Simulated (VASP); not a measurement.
# Ba2S (I4/mmm) in VASP: single point with PBE

Aim: the single point of Ba2S with PBE.

Everything below comes from runs of VASP 6.6.1. Logs are shortened: lines on timing, memory, paths and dates and some standing lists are left out, and cuts for length are marked.

## (1) The cell of the first run

It takes space group I4/mmm (No. 139, tetragonal). The conventional cell has a = 5.438 Å, b = 5.438 Å, c = 6.477 Å, α = 90.00°, β = 90.00°, γ = 90.00°. Ba (site symmetry -4m2) has 4 S at 3.16 Å and 6 Ba at 3.24 to 3.85 Å within 4.2 Å. S (site symmetry 4/mmm) has 8 Ba at 3.16 Å within 4.2 Å.

The cell was generated, and may not be a known phase.

## (2) Single point, PBE

Input file INCAR:

```
SYSTEM = Ba2S
ALGO = Normal
EDIFF = 1E-6
ENCUT = 520
GGA = PE
ISIF = 2
ISMEAR = 0
LASPH = .TRUE.
LCHARG = .TRUE.
LELF = .TRUE.
LREAL = .FALSE.
LVHAR = .TRUE.
LWAVE = .FALSE.
NBANDS = 20
NELM = 100
PREC = Accurate
SIGMA = 0.1
```

Input file KPOINTS:

```
k-points
0
G
  4 4 4
  0 0 0
```

Input file POSCAR:

```
Ba2S
1.0
   -2.7192360500      2.7192360500      3.2386905300
    2.7192360500     -2.7192360500      3.2386905300
    2.7192360500      2.7192360500     -3.2386905300
Ba S
2 1
Direct
    0.7500000000      0.2500000000      0.5000000000
    0.2500000000      0.7500000000      0.5000000000
    0.0000000000      0.0000000000      0.0000000000
```

Potentials or basis: VASP PAW PBE potentials, release 64 (Ba_sv, S).

Command:

```
$ cat potpaw_PBE.64/Ba_sv/POTCAR potpaw_PBE.64/S/POTCAR > POTCAR
$ mpirun -np 1 vasp_std > vasp.out
```

OUTCAR:

```text
SYSTEM = Ba2S
   EDIFF = 1E-6
   ENCUT = 520
   GGA = PE
   ISIF = 2
   ISMEAR = 0
   LASPH = .TRUE.
   LREAL = .FALSE.
   NELM = 100
   PREC = Accurate

 ion  position               nearest neighbor table
   1  0.750  0.250  0.500-   3 3.16   3 3.16   3 3.16   3 3.16   2 3.24   2 3.24   2 3.85   2 3.85
                             2 3.85   2 3.85
   2  0.250  0.750  0.500-   3 3.16   3 3.16   3 3.16   3 3.16   1 3.24   1 3.24   1 3.85   1 3.85
                             1 3.85   1 3.85
   3  0.000  0.000  0.000-   1 3.16   2 3.16   1 3.16   2 3.16   1 3.16   2 3.16   1 3.16   2 3.16

  LATTYP: Found a body centered tetragonal cell.
 ALAT       =     5.4384721000
 C/A-ratio  =     1.1910295651

  Lattice vectors:

 A1 = (  -2.7192360500,   2.7192360500,   3.2386905300)
 A2 = (   2.7192360500,  -2.7192360500,   3.2386905300)
 A3 = (   2.7192360500,   2.7192360500,  -3.2386905300)

Analysis of symmetry for initial positions (statically):
=====================================================================
 Subroutine PRICEL returns:
 Original cell was already a primitive cell.

 Routine SETGRP: Setting up the symmetry group for a
 body centered tetragonal supercell.

 Subroutine GETGRP returns: Found 16 space group operations
 (whereof 16 operations were pure point group operations)
 out of a pool of 16 trial point group operations.

The static configuration has the point symmetry D_4h.

Analysis of symmetry for dynamics (positions and initial velocities):
=====================================================================
 Subroutine PRICEL returns:
 Original cell was already a primitive cell.

 Routine SETGRP: Setting up the symmetry group for a
 body centered tetragonal supercell.

 Subroutine GETGRP returns: Found 16 space group operations
 (whereof 16 operations were pure point group operations)
 out of a pool of 16 trial point group operations.

The dynamic configuration has the point symmetry D_4h.

 Subroutine INISYM returns: Found 16 space group operations
 (whereof 16 operations are pure point group operations),
 and found     1 'primitive' translations

----------------------------------------------------------------------------------------

                                     Primitive cell

  volume of cell :      95.7907

  direct lattice vectors                    reciprocal lattice vectors
    -2.719236050  2.719236050  3.238690530     0.000000000  0.183875173  0.154383383
[... 75 lines left out ...]
   NELM   =    100;   NELMIN=  2; NELMDL= -5     # of ELM steps
   EDIFF  = 0.1E-05   stopping-criterion for ELM
   LREAL  =      F    real-space projection
   EDIFFG = 0.1E-04   stopping-criterion for IOM
   NSW    =      0    number of steps for IOM
   IBRION =     -1    ionic relax: 0-MD 1-quasi-New 2-CG
   NFREE  =      0    steps in history (QN), initial steepest desc. (CG)
   ISIF   =      2    stress and relaxation
   ISYM   =      2    0-nonsym 1-usesym 2-fastsym
   POTIM  = 0.5000    time-step for ionic-motion
   TEBEG  =    0.0;   TEEND  =   0.0 temperature during run
   PSTRESS=    0.0 pullay stress
   NELECT =      26.0000    total number of electrons
   NUPDOWN=      -1.0000    fix difference up-down
   EMIN   =  10.00;   EMAX   =-10.00  energy-range for DOS
   EFERMI =   0.00;   METHOD = LEGACY
   ISMEAR =     0;   SIGMA  =   0.10  broadening in eV -4-tet -1-fermi 0-gaus
   EFERMI_NEDOS =   21; number of points for ismear=-14 and -15
   IALGO  =     38    algorithm
   IMIX   =      4    mixing-type and parameters
     AMIX     =   0.40;   BMIX     =  1.00
     AMIX_MAG =   1.60;   BMIX_MAG =  1.00
  volume/ion in A,a.u.               =      31.93       215.48
  Fermi-wavevector in a.u.,A,eV,Ry     =   1.059965  2.003043 15.286497  1.123526
  Thomas-Fermi vector in A             =   2.195329
   LORBIT       =      0    0 simple, 1 ext, 2 COOP (PROOUT), +10 PAW based schemes
   GGA     = PE    functional components
   LHFCALC =     F    Hartree Fock is set to
   AEXX    =    0.0000 exact exchange contribution
   IVDW    =     0    specifies the selected vdW correction
   LEPSILON=     F    determine dielectric tensor
   LRPA    =     F    only Hartree local field effects (RPA)
 non-spin polarized calculation
 Gauss-broadening in eV      SIGMA  =   0.10
  energy-cutoff  :      520.00
  volume of cell :       95.79
 maximum number of plane-waves:      2592
 NGX is ok and might be reduce to    40
   NGX = 19   NGY = 19   NGZ = 19

 number of electron      25.9999999 magnetization

 Free energy of the ion-electron system (eV)
  ---------------------------------------------------
  ext. energy  EPLUGINS =         0.00000000
  ---------------------------------------------------
  free energy    TOTEN  =       -10.67463073 eV

  energy without entropy =      -10.66649113  energy(sigma->0) =      -10.67056093

 E-fermi :   4.4445     XC(G=0):  -9.2169

 val. band max:        4.4162600556   @ k =  -0.2500  -0.2500   0.2500
 cond. band min:       4.5752710775   @ k =   0.5000   0.5000   0.0000
 fundamental gap:      0.1590110219
 Fermi energy:         4.4444766313

 k-point     1 :       0.0000    0.0000    0.0000
  band No.  band energies     occupation
      1     -24.5489      2.00000
      2     -23.9142      2.00000
      3     -11.0143      2.00000
      4      -9.5745      2.00000
      5      -9.5745      2.00000
      6      -9.3098      2.00000
[... 288 lines left out ...]
     19       9.1313      0.00000
     20       9.1316      0.00000

------------------------ aborting loop because EDIFF is reached ----------------------------------------

  FORCE on cell =-STRESS in cart. coord.  units (eV):
  Direction    XX          YY          ZZ          XY          YZ          ZX
  --------------------------------------------------------------------------------------
  -------------------------------------------------------------------------------------
  Total        0.7977524      0.7977524      7.1230479      0.0000000      0.0000000      0.0000000
  in kB       13.3430594     13.3430594    119.1387907      0.0000000      0.0000000      0.0000000
  external PRESSURE =      48.6083032 kB  Pullay stress =       0.0000000 kB

 VOLUME and BASIS-vectors are now :
 -----------------------------------------------------------------------------
  energy-cutoff  :      520.00
  volume of cell :       95.79
      direct lattice vectors                 reciprocal lattice vectors
    -2.719236050  2.719236050  3.238690530     0.000000000  0.183875173  0.154383383
     2.719236050 -2.719236050  3.238690530     0.183875173  0.000000000  0.154383383
     2.719236050  2.719236050 -3.238690530     0.183875173  0.183875173  0.000000000

 POSITION                                       TOTAL-FORCE (eV/Angst)
 -----------------------------------------------------------------------------------
     -0.00000      2.71924      1.61935        -0.000000      0.000000     -0.000000
      2.71924     -0.00000      1.61935        -0.000000     -0.000000      0.000000
      0.00000      0.00000      0.00000         0.000000     -0.000000     -0.000000
 -----------------------------------------------------------------------------------
    total drift:                                0.000000      0.000000     -0.000000

  FREE ENERGIE OF THE ION-ELECTRON SYSTEM (eV)
  ---------------------------------------------------
  free  energy   TOTEN  =       -10.6746307295 eV

  energy  without entropy=      -10.6664911281  energy(sigma->0) =      -10.67056093
```

stdout:

```text
POSCAR found type information on POSCAR BaS
 POSCAR found :  2 types and       3 ions
 scaLAPACK will be used
 LDA part: xc-table for (Slater+PW92), standard interpolation
 POSCAR, INCAR and KPOINTS ok, starting setup
 FFT: planning ... GRIDC
 FFT: planning ... GRID_SOFT
 FFT: planning ... GRID
 WAVECAR not read
 entering main loop
```

Run time: 43 s. Hardware: 1 thread of Intel Xeon 8259CL, shared host; peak memory 0.24 GiB.

Results:

```
Free energy            : -10.6746 eV
Pressure               : 4.9 GPa
Band gap on the k mesh : zero (bands 13 and 14 overlap by 1.07 eV)
```

Caveat: the k points lie up to 0.38 Å⁻¹ apart, too coarse for converged energies and pressures of a metal; spin-orbit coupling is left out, which moves the levels of the heavy elements.

The gap in the log of VASP goes by the Fermi energy; the results here count the filled bands.